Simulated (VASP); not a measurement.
# Na4Au (Im-3m) in VASP: a series of runs

Runs on Na4Au. Level: PBE. Tasks: single point.

All numbers are computed with VASP 6.6.1; they aren't measurements. Logs are shortened: lines on timing, memory, paths and dates and some standing lists are left out, and cuts for length are marked.

## (1) The cell of the first run

The structure is cubic, space group Im-3m (No. 229). Conventional cell: a = 7.475 Å, b = 7.475 Å, c = 7.475 Å, α = 90.00°, β = 90.00°, γ = 90.00°. Within 4.3 Å of Na (site symmetry -3m) lie 2 Au at 3.24 Å and 6 Na at 3.74 Å. Au (site symmetry m-3m) has 8 Na at 3.24 Å within 4.3 Å.

## (2) Single point, PBE

INCAR reads:

```
SYSTEM = Na4Au
PREC     = Accurate       ! precision mode
ENCUT    = 520            ! plane-wave cutoff, eV
EDIFF    = 1E-6           ! SCF threshold, eV
ISMEAR   = 0              ! smearing method
SIGMA    = 0.1            ! smearing width, eV
LREAL    = .False.        ! projectors in reciprocal space
LASPH    = .True.         ! aspherical terms in the spheres
NELM     = 60             ! most SCF steps
ALGO     = Normal         ! electronic algorithm
ISIF     = 2              ! what is computed and relaxed
LWAVE    = .False.        ! write WAVECAR
LCHARG   = .True.         ! write CHGCAR
GGA      = PE             ! functional
LELF     = .True.         ! ELF
LVHAR    = .True.       
NBANDS   = 28             ! bands
```

KPOINTS reads:

```
regular mesh
0
Gamma
  4 4 4
  0 0 0
```

POSCAR reads:

```
Na4Au
1.0
   -3.7377438100      3.7377438100      3.7377438100
    3.7377438100     -3.7377438100      3.7377438100
    3.7377438100      3.7377438100     -3.7377438100
Na Au
4 1
Direct
    0.5000000000      0.5000000000      0.5000000000
    0.0000000000      0.0000000000      0.5000000000
    0.0000000000      0.5000000000      0.0000000000
    0.5000000000      0.0000000000      0.0000000000
    0.0000000000      0.0000000000      0.0000000000
```

Potentials or basis: VASP PAW PBE potentials, release 64 (Na_pv, Au).

Launch:

```console
cat potpaw_PBE.64/Na_pv/POTCAR potpaw_PBE.64/Au/POTCAR > POTCAR
mpirun -np 1 vasp_std > vasp.out
```

OUTCAR:

```text
SYSTEM = Na4Au
   PREC = Accurate
   ENCUT = 520
   EDIFF = 1E-6
   ISMEAR = 0
   LREAL = .False.
   LASPH = .True.
   NELM = 60
   ISIF = 2
   GGA = PE

 ion  position               nearest neighbor table
   1  0.500  0.500  0.500-
   2  0.000  0.000  0.500-
   3  0.000  0.500  0.000-
   4  0.500  0.000  0.000-
   5  0.000  0.000  0.000-

  LATTYP: Found a body centered cubic cell.
 ALAT       =     7.4754876200

  Lattice vectors:

 A1 = (  -3.7377438100,   3.7377438100,   3.7377438100)
 A2 = (   3.7377438100,  -3.7377438100,   3.7377438100)
 A3 = (   3.7377438100,   3.7377438100,  -3.7377438100)

Analysis of symmetry for initial positions (statically):
=====================================================================
 Subroutine PRICEL returns:
 Original cell was already a primitive cell.

 Routine SETGRP: Setting up the symmetry group for a
 body centered cubic supercell.

 Subroutine GETGRP returns: Found 48 space group operations
 (whereof 48 operations were pure point group operations)
 out of a pool of 48 trial point group operations.

The static configuration has the point symmetry O_h .

Analysis of symmetry for dynamics (positions and initial velocities):
=====================================================================
 Subroutine PRICEL returns:
 Original cell was already a primitive cell.

 Routine SETGRP: Setting up the symmetry group for a
 body centered cubic supercell.

 Subroutine GETGRP returns: Found 48 space group operations
 (whereof 48 operations were pure point group operations)
 out of a pool of 48 trial point group operations.

The dynamic configuration has the point symmetry O_h .

 Subroutine INISYM returns: Found 48 space group operations
 (whereof 48 operations are pure point group operations),
 and found     1 'primitive' translations

----------------------------------------------------------------------------------------

                                     Primitive cell

  volume of cell :     208.8760

  direct lattice vectors                    reciprocal lattice vectors
    -3.737743810  3.737743810  3.737743810     0.000000000  0.133770538  0.133770538
     3.737743810 -3.737743810  3.737743810     0.133770538  0.000000000  0.133770538
     3.737743810  3.737743810 -3.737743810     0.133770538  0.133770538  0.000000000

  length of vectors
     6.473962185  6.473962185  6.473962185     0.189180109  0.189180109  0.189180109

  position of ions in fractional coordinates (direct lattice)
     0.500000000  0.500000000  0.500000000
     0.000000000  0.000000000  0.500000000
     0.000000000  0.500000000  0.000000000
     0.500000000  0.000000000  0.000000000
     0.000000000  0.000000000  0.000000000

  ion indices of the primitive-cell ions
   primitive index   ion index
                 1           1
                 2           2
                 3           3
                 4           4
                 5           5

----------------------------------------------------------------------------------------

 KPOINTS: regular mesh

Automatic generation of k-mesh.
 Grid dimensions read from file:
 generate k-points for:    4    4    4

 Generating k-lattice:

  Cartesian coordinates                     Fractional coordinates (reciprocal lattice)
     0.000000000  0.033442634  0.033442634     0.250000000  0.000000000  0.000000000
     0.033442634  0.000000000  0.033442634     0.000000000  0.250000000  0.000000000
     0.033442634  0.033442634  0.000000000     0.000000000  0.000000000  0.250000000

  Length of vectors
     0.047295027  0.047295027  0.047295027

  Shift w.r.t. Gamma in fractional coordinates (k-lattice)
     0.000000000  0.000000000  0.000000000

 Subroutine IBZKPT returns following result:
 ===========================================

 Found      8 irreducible k-points:

 Following reciprocal coordinates:
            Coordinates               Weight
  0.000000  0.000000  0.000000      1.000000
  0.250000  0.000000  0.000000     12.000000
  0.500000  0.000000  0.000000      6.000000
  0.250000  0.250000  0.000000     24.000000
  0.250000  0.250000  0.250000      2.000000
 -0.250000  0.250000  0.250000      6.000000
  0.500000  0.500000  0.250000     12.000000
  0.500000  0.500000  0.500000      1.000000
   k-points           NKPTS =      8   k-points in BZ     NKDIM =      8   number of bands    NBANDS=     28
   number of dos      NEDOS =    301   number of ions     NIONS =      5
   total plane-waves  NPLWV = 110592
   dimension x,y,z NGX =    48 NGY =   48 NGZ =   48
   dimension x,y,z NGXF=    96 NGYF=   96 NGZF=   96
   ions per type =               4   1
   NGX,Y,Z   is equivalent  to a cutoff of  12.33, 12.33, 12.33 a.u.
   NGXF,Y,Z  is equivalent  to a cutoff of  24.65, 24.65, 24.65 a.u.
 SYSTEM =  Na4Au
   PREC   = accura    normal or accurate (medium, high low for compatibility)
   ISTART =      0    job   : 0-new  1-cont  2-samecut
   ICHARG =      2    charge: 1-file 2-atom 10-const
   ISPIN  =      1    spin polarized calculation?
   LNONCOLLINEAR =      F non collinear calculations
   LSORBIT =      F    spin-orbit coupling
   LASPH  =      T    aspherical Exc in radial PAW
   ENCUT  =  520.0 eV  38.22 Ry    6.18 a.u.  12.04 12.04 12.04*2*pi/ulx,y,z
   NELM   =     60;   NELMIN=  2; NELMDL= -5     # of ELM steps
   EDIFF  = 0.1E-05   stopping-criterion for ELM
   LREAL  =      F    real-space projection
   EDIFFG = 0.1E-04   stopping-criterion for IOM
   NSW    =      0    number of steps for IOM
   IBRION =     -1    ionic relax: 0-MD 1-quasi-New 2-CG
   NFREE  =      0    steps in history (QN), initial steepest desc. (CG)
   ISIF   =      2    stress and relaxation
   ISYM   =      2    0-nonsym 1-usesym 2-fastsym
   POTIM  = 0.5000    time-step for ionic-motion
   TEBEG  =    0.0;   TEEND  =   0.0 temperature during run
   PSTRESS=    0.0 pullay stress
   NELECT =      39.0000    total number of electrons
   NUPDOWN=      -1.0000    fix difference up-down
   EMIN   =  10.00;   EMAX   =-10.00  energy-range for DOS
   EFERMI =   0.00;   METHOD = LEGACY
   ISMEAR =     0;   SIGMA  =   0.10  broadening in eV -4-tet -1-fermi 0-gaus
   EFERMI_NEDOS =   21; number of points for ismear=-14 and -15
   IALGO  =     38    algorithm
   IMIX   =      4    mixing-type and parameters
     AMIX     =   0.40;   BMIX     =  1.00
     AMIX_MAG =   1.60;   BMIX_MAG =  1.00
  volume/ion in A,a.u.               =      41.78       281.91
  Fermi-wavevector in a.u.,A,eV,Ry     =   0.935693  1.768204 11.912199  0.875522
  Thomas-Fermi vector in A             =   2.062627
   LORBIT       =      0    0 simple, 1 ext, 2 COOP (PROOUT), +10 PAW based schemes
   GGA     = PE    functional components
   LHFCALC =     F    Hartree Fock is set to
   AEXX    =    0.0000 exact exchange contribution
   IVDW    =     0    specifies the selected vdW correction
   LEPSILON=     F    determine dielectric tensor
   LRPA    =     F    only Hartree local field effects (RPA)
 non-spin polarized calculation
 Gauss-broadening in eV      SIGMA  =   0.10
  energy-cutoff  :      520.00
  volume of cell :      208.88
 maximum number of plane-waves:      5648
   NGX = 25   NGY = 25   NGZ = 25

 number of electron      38.9999940 magnetization

 Free energy of the ion-electron system (eV)
  ---------------------------------------------------
  ext. energy  EPLUGINS =         0.00000000
  ---------------------------------------------------
  free energy    TOTEN  =        -8.75820789 eV

  energy without entropy =       -8.74840436  energy(sigma->0) =       -8.75330613

 E-fermi :   0.1867     XC(G=0):  -6.3864

 val. band max:        0.0022483170   @ k =   0.2500   0.2500   0.0000
 cond. band min:       0.2338048202   @ k =   0.5000   0.5000   0.2500
 fundamental gap:      0.2315565032
 Fermi energy:         0.1866907764

 k-point     1 :       0.0000    0.0000    0.0000
  band No.  band energies     occupation
      1     -24.7426      2.00000
      2     -24.7426      2.00000
      3     -24.7426      2.00000
      4     -24.7331      2.00000
      5     -24.7331      2.00000
      6     -24.7331      2.00000
[... 20 lines left out ...]
     27       3.6151      0.00000
     28       3.7821      0.00000

 k-point     2 :       0.2500    0.0000    0.0000
  band No.  band energies     occupation
      1     -24.7416      2.00000
      2     -24.7415      2.00000
      3     -24.7397      2.00000
      4     -24.7338      2.00000
      5     -24.7337      2.00000
      6     -24.7315      2.00000
[... 20 lines left out ...]
     27       4.7546      0.00000
     28       4.8542      0.00000

 k-point     3 :       0.5000    0.0000    0.0000
  band No.  band energies     occupation
      1     -24.7403      2.00000
      2     -24.7402      2.00000
      3     -24.7348      2.00000
      4     -24.7345      2.00000
      5     -24.7331      2.00000
      6     -24.7328      2.00000
[... 20 lines left out ...]
     27       4.4023      0.00000
     28       5.9195      0.00000

 k-point     4 :       0.2500    0.2500    0.0000
  band No.  band energies     occupation
      1     -24.7407      2.00000
      2     -24.7373      2.00000
      3     -24.7372      2.00000
      4     -24.7371      2.00000
      5     -24.7309      2.00000
      6     -24.7308      2.00000
[... 20 lines left out ...]
     27       5.1200      0.00000
     28       5.4874      0.00000

 k-point     5 :       0.2500    0.2500    0.2500
  band No.  band energies     occupation
      1     -24.7341      2.00000
      2     -24.7341      2.00000
      3     -24.7340      2.00000
      4     -24.7337      2.00000
      5     -24.7337      2.00000
      6     -24.7337      2.00000
[... 20 lines left out ...]
     27       4.8146      0.00000
     28       4.8146      0.00000

 k-point     6 :      -0.2500    0.2500    0.2500
  band No.  band energies     occupation
      1     -24.7436      2.00000
      2     -24.7387      2.00000
      3     -24.7387      2.00000
      4     -24.7385      2.00000
      5     -24.7298      2.00000
      6     -24.7296      2.00000
[... 20 lines left out ...]
     27       4.3878      0.00000
     28       5.7509      0.00000

 k-point     7 :       0.5000    0.5000    0.2500
  band No.  band energies     occupation
      1     -24.7432      2.00000
      2     -24.7417      2.00000
      3     -24.7375      2.00000
      4     -24.7351      2.00000
      5     -24.7350      2.00000
      6     -24.7278      2.00000
[... 20 lines left out ...]
     27       5.8034      0.00000
     28       5.8275      0.00000

 k-point     8 :       0.5000    0.5000    0.5000
  band No.  band energies     occupation
      1     -24.7446      2.00000
      2     -24.7446      2.00000
      3     -24.7365      2.00000
      4     -24.7365      2.00000
      5     -24.7365      2.00000
      6     -24.7250      2.00000
[... 20 lines left out ...]
     27       5.5835      0.00000
     28       5.5835      0.00000

------------------------ aborting loop because EDIFF is reached ----------------------------------------

  FORCE on cell =-STRESS in cart. coord.  units (eV):
  Direction    XX          YY          ZZ          XY          YZ          ZX
  --------------------------------------------------------------------------------------
  -------------------------------------------------------------------------------------
  Total       -2.3866079     -2.3866079     -2.3866079      0.0000000      0.0000000      0.0000000
  in kB      -18.3064050    -18.3064050    -18.3064050      0.0000000      0.0000000      0.0000000
  external PRESSURE =     -18.3064050 kB  Pullay stress =       0.0000000 kB

 VOLUME and BASIS-vectors are now :
 -----------------------------------------------------------------------------
  energy-cutoff  :      520.00
  volume of cell :      208.88
      direct lattice vectors                 reciprocal lattice vectors
    -3.737743810  3.737743810  3.737743810     0.000000000  0.133770538  0.133770538
     3.737743810 -3.737743810  3.737743810     0.133770538  0.000000000  0.133770538
     3.737743810  3.737743810 -3.737743810     0.133770538  0.133770538  0.000000000

 POSITION                                       TOTAL-FORCE (eV/Angst)
 -----------------------------------------------------------------------------------
      1.86887      1.86887      1.86887        -0.000000      0.000000     -0.000000
      1.86887      1.86887     -1.86887         0.000000      0.000000      0.000000
      1.86887     -1.86887      1.86887        -0.000000     -0.000000     -0.000000
     -1.86887      1.86887      1.86887        -0.000000      0.000000     -0.000000
      0.00000      0.00000      0.00000        -0.000000      0.000000     -0.000000
 -----------------------------------------------------------------------------------
    total drift:                                0.000000      0.000000     -0.000000

  FREE ENERGIE OF THE ION-ELECTRON SYSTEM (eV)
  ---------------------------------------------------
  free  energy   TOTEN  =        -8.7582078923 eV

  energy  without entropy=       -8.7484043623  energy(sigma->0) =       -8.75330613
```

Wall time 56 s (1 thread of AMD EPYC 9755, shared host); peak memory 0.28 GiB.

Results:

| Quantity | Value |
| --- | --- |
| Free energy | -8.7582 eV |
| Pressure | -1.8 GPa |

Caveat: spin-orbit coupling is left out, which moves the levels of the heavy elements.

## (3) Single point, PBE

This run uses another cell than the first one, of 33.74 Å³/atom, 0.808 times its volume.

INCAR reads:

```
SYSTEM = Na4Au
PREC = Accurate ; ENCUT = 520
EDIFF = 1E-6 ; ISMEAR = 0
SIGMA = 0.1 ; LREAL = .FALSE.
LASPH = .TRUE. ; NELM = 100
ALGO = Fast ; ISIF = 2
LWAVE = .FALSE. ; LCHARG = .FALSE.
GGA = PE ; NBANDS = 28
```

KPOINTS reads:

```
Automatic mesh
0
G
  8 8 8
  0 0 0
```

Changes to POSCAR since step 2:

```diff
@@ -2,5 +2,5 @@
 1.0
-   -3.7377438100      3.7377438100      3.7377438100
-    3.7377438100     -3.7377438100      3.7377438100
-    3.7377438100      3.7377438100     -3.7377438100
+   -3.4807442583      3.4807442583      3.4807442583
+    3.4807442583     -3.4807442583      3.4807442583
+    3.4807442583      3.4807442583     -3.4807442583
 Na Au
```

Potentials or basis: VASP PAW PBE potentials, release 64 (Na_pv, Au).

Launch:

```console
cat potpaw_PBE.64/Na_pv/POTCAR potpaw_PBE.64/Au/POTCAR > POTCAR
mpirun -np 1 vasp_std > vasp.out
```

Wall time 3.1 min (1 thread of AMD EPYC 9755, shared host); peak memory 0.36 GiB.

It converged, with:

```yaml
Free_energy: -9.0152 eV
Pressure: 0.0 GPa
```

Levels at points of the mesh, in eV from the Fermi level:
```csv
k point,band 16,band 17,band 18,band 19,band 20,band 21,band 22,band 23
"(0.00, 0.00, 0.00)",-3.97,-3.84,-3.84,0.47,1.66,1.66,1.66,3.02
"(0.50, 0.00, 0.00)",-3.85,-3.83,-3.71,-1.61,0.83,0.85,1.06,2.20
"(0.50, 0.50, 0.50)",-3.88,-3.88,-3.39,-0.31,-0.31,-0.31,0.53,0.53
```

Caveat: spin-orbit coupling is left out, which moves the levels of the heavy elements.
